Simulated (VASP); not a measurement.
Write the native input for VASP 6.6.1 that does the following.

```
Task                   : single point
Functional             : PBEsol
Dispersion             : D3(BJ)
Potentials or basis    : VASP PAW PBE potentials, release 64 (Sn_d, O)
Cutoff                 : 520 eV
k mesh                 : 12 × 12 × 4
Occupations            : gaussian, width 0.05 eV
Spin                   : no spin polarisation
Dipole correction      : no
Further INCAR settings : ALGO = Normal; EDIFF = 1e-07; NBANDS = 35
```

The structure of SnO2 lies in POSCAR:

```
SnO2
1.0
    3.2043189132      0.0000000000      0.0000000000
   -1.6021594566      2.7750215806      0.0000000000
    0.0000000000      0.0000000000     10.1973678110
Sn O
2 4
Direct
   -0.0649382444      0.0000000000      0.5000000000
    0.0649382444      0.0000000000      0.0000000000
    0.6008064337      0.3333333333      0.4003665319
    0.7325268996      0.3333333333      0.0996334681
    0.2674731004      0.6666666667      0.5996334681
    0.3991935663      0.6666666667      0.9003665319
```

This cell differs from its parent crystal: atoms displaced along a vibrational mode, the cell strained.

These files were run (other wordings do the same):

INCAR

```
PREC     = Accurate       # precision mode
ENCUT    = 520            # plane-wave cutoff, eV
EDIFF    = 1E-7           # SCF threshold, eV
ISMEAR   = 0              # smearing method
SIGMA    = 0.05           # smearing width, eV
LREAL    = F              # projectors in reciprocal space
LASPH    = T              # aspherical terms in the spheres
NELM     = 60             # most SCF steps
ALGO     = Normal         # electronic algorithm
ISIF     = 2              # what is computed and relaxed
LWAVE    = F              # write WAVECAR
LCHARG   = T              # write CHGCAR
GGA      = PS             # functional
IVDW     = 12             # dispersion correction
LELF     = T              # ELF
LVHAR    = T            
NBANDS   = 35             # bands
```

KPOINTS

```
Automatic mesh
0
Gamma
  12 12 4
```

Potentials or basis: VASP PAW PBE potentials, release 64 (Sn_d, O).

Run with:

```console
$ cat potpaw_PBE.64/Sn_d/POTCAR potpaw_PBE.64/O/POTCAR > POTCAR
$ mpirun -np 1 vasp_std > vasp.out
```

It gave:

- Pressure: -3.0 GPa
- Largest force: 0.208 eV/Å
- Band gap on the k mesh: 2.01 eV (least direct gap 2.37 eV)
- Dispersion energy per atom: -0.150 eV

Caveat: the cell differs from its parent crystal (atoms displaced along a vibrational mode, the cell strained); the PAW data sets were made with another functional, which shifts forces and pressure a little; spin-orbit coupling is left out, which moves the levels of the heavy elements.

Run time: 13 min on 1 thread of Intel Xeon 8259CL, on a shared host, peak memory 0.44 GiB.
